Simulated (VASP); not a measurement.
Wanted: the native input for a VASP 6.6.1 run.

| Quantity | Value |
| --- | --- |
| Task | single point |
| Functional | PBE |
| Potentials or basis | VASP PAW PBE potentials, release 64 (Li_sv, Al, Mo_sv) |
| Cutoff | 520 eV |
| k mesh | 6 × 6 × 4 |
| Occupations | gaussian, width 0.1 eV |
| Spin | collinear spin |
| Starting moments | [0.0, 0.0, 0.0, 0.0, 0.0, 0.0, 1.0] μB |
| Dipole correction | no |
| Further INCAR settings | ALGO = Fast; EDIFF = 1e-06; NBANDS = 29 |

The structure of Li4Al2Mo lies in POSCAR:

```
Li4Al2Mo
1.0
    5.1065192237      0.0000000000      0.0000000000
   -2.5532596119      4.4223753727      0.0000000000
    0.0000000000      0.0000000000      4.7950817764
Li Al Mo
4 2 1
Direct
    0.5000000000      0.0000000000      0.0000000000
    0.0000000000      0.5000000000      0.0000000000
    0.5000000000      0.5000000000      0.0000000000
    0.0000000000      0.0000000000      0.5000000000
    0.3333333333      0.6666666667      0.5000000000
    0.6666666667      0.3333333333      0.5000000000
    0.0000000000      0.0000000000      0.0000000000
```

The cell was built from a structure type or drawn by symmetry, and may not be a known phase.

One way to write it, as run:

INCAR

```
SYSTEM = Li4Al2Mo
ALGO = Fast
EDIFF = 1E-6
ENCUT = 520
GGA = PE
ISIF = 2
ISMEAR = 0
ISPIN = 2
LASPH = .TRUE.
LCHARG = .FALSE.
LMAXMIX = 4
LORBIT = 11
LREAL = .FALSE.
LWAVE = .FALSE.
MAGMOM = 0 0 0 0 0 0 1
NBANDS = 29
NELM = 150
PREC = Accurate
SIGMA = 0.1
```

KPOINTS

```
k-points
0
G
  6 6 4
  0 0 0
```

Potentials or basis: VASP PAW PBE potentials, release 64 (Li_sv, Al, Mo_sv).

The run is started by

```bash
$ cat potpaw_PBE.64/Li_sv/POTCAR potpaw_PBE.64/Al/POTCAR potpaw_PBE.64/Mo_sv/POTCAR > POTCAR
$ mpirun -np 1 vasp_std > vasp.out
```

It gave:

* Net moment: 1.25 μB per cell
* Site moments: Li -0.00, +0.01 (each value once); Al -0.01; Mo +1.13 μB
* Valence electrons inside the program's atomic spheres: Li 2.15, 2.14 (each value once); Al 0.73; Mo 12.44

It took 4.4 min on 1 thread of Intel(R) Xeon(R) Platinum 8259CL CPU @ 2.50GHz (Skylake/Cascade Lake), with other jobs on the host, peak memory 0.33 GiB.
